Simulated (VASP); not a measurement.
# Al2Cu: relaxation of cell and atoms with PBE

The system is Al2Cu.

```xyz
3
Lattice="4.1052 0.0000 0.0000 0.0000 4.1052 0.0000 0.0000 0.0000 2.8913" Properties=species:S:1:pos:R:3 pbc="T T T"
Al    2.0526    0.0000    1.4457
Al    0.0000    2.0526    1.4457
Cu    0.0000    0.0000    0.0000
```

* Program: VASP 6.6.1
* Task: relaxation of cell and atoms
* Functional: PBE
* Potentials or basis: VASP PAW PBE potentials, release 64 (Al, Cu)
* Cutoff: 600 eV
* k mesh: 12 × 12 × 16
* Occupations: gaussian, width 0.1 eV
* Spin: no spin polarisation
* Dipole correction: no
* Further INCAR settings: ALGO = Fast; EDIFF = 1e-07; IBRION = 2; EDIFFG = -0.01; NSW = 100; ISIF = 3

- Relaxed volume: 16.38 Å³/atom
- Relaxed cell: a = 4.137 Å, b = 4.137 Å, c = 2.870 Å, α = 90.00°, β = 90.00°, γ = 90.00°
- Space group after relaxing (to 0.05 Å): P4/mmm (No. 123)
- Energy gained by relaxing: 1.0 meV/atom
- Ionic steps: 5
- Pressure after relaxing: -0.1 GPa

The path:
```tsv
step	energy change (eV)	largest force (eV/Å)	pressure (GPa)	volume (Å³)
1	0.0000	0.0000	0.68	48.73
2	-0.0023	0.0000	-0.19	49.21
3	-0.0023	0.0000	-0.33	49.29
4	-0.0030	0.0000	-0.13	49.17
5	-0.0030	0.0000	-0.06	49.14
```

Final structure:
```
Al Cu
1.0
     4.13739    0.00000    0.00000
     0.00000    4.13739    0.00000
     0.00000    0.00000    2.87049
Al Cu
2 1
Direct
  0.50000 0.00000 0.50000
  0.00000 0.50000 0.50000
  0.00000 0.00000 0.00000
```

Levels at points of the mesh, in eV from the Fermi level:
| k point | band 7 | band 8 | band 9 | band 10 | band 11 | band 12 |
| --- | --- | --- | --- | --- | --- | --- |
| (0.00, 0.00, 0.00) | -2.39 | -2.39 | -0.23 | 0.89 | 5.99 | 5.99 |
| (0.50, 0.00, 0.00) | -3.96 | -1.10 | 1.51 | 1.67 | 1.77 | 7.66 |
| (0.50, 0.50, 0.00) | -3.99 | -3.99 | -2.39 | 8.50 | 8.50 | 9.59 |
| (0.00, 0.00, 0.50) | -2.91 | 2.39 | 2.56 | 2.56 | 2.78 | 2.78 |
| (0.50, 0.00, 0.50) | -2.99 | -2.38 | -1.62 | 3.68 | 3.99 | 4.36 |
| (0.50, 0.50, 0.50) | -2.23 | -2.23 | -0.77 | -0.75 | -0.05 | -0.05 |

Wall time 3.6 min on 1 thread of Intel(R) Xeon(R) 6975P-C (Granite Rapids) (shared host), peak memory 0.34 GiB.

Caveat: the bands computed are all filled at some k points, so no gap is given.
